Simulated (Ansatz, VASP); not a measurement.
## One calculation of SnO, two programs

```
Sn O
1.0
     3.72596    0.00000    0.00000
     0.00000    3.72596    0.00000
     0.00000    0.00000    4.83600
Sn O
2 2
Direct
  0.00000 0.50000 0.23850
  0.50000 0.00000 0.76150
  0.00000 0.00000 0.00000
  0.50000 0.50000 0.00000
```

Change from the starting cell: equal xx and yy strain of -2 %, crystal datasets.

Alike in both runs: task electric field gradients; functional PBE; k mesh 8 × 8 × 6; occupations fermi-dirac, width 0.01 eV; no spin polarisation.

|  | VASP | Ansatz |
| --- | --- | --- |
| version | VASP 6.6.1 | Ansatz 0.2.0 |
| potentials or method | VASP PAW PBE potentials, release 64 (Sn_d, O), cutoff 520 eV | all-electron PAW with datasets made for the crystal, scalar-relativistic |

Ansatz gave:

* pressure (GPa): 9.0
* traceless stress, the component that is largest in VASP (GPa): -2.54
* rms of the force components (eV/Å): 0.357
* size of Vzz on the site where it differs most (V/Å²): 186.7

Q: What did VASP give for the same quantities?

A: Pressure (GPa): 9.4; traceless stress, the component that is largest in VASP (GPa): -2.52; rms of the force components (eV/Å): 0.399; size of Vzz on the site where it differs most (V/Å²): 177.6.

Atom by atom the forces differ by 0.041 eV/Å (rms over components). Ansatz ran all-electron here, and VASP with PAW potentials.
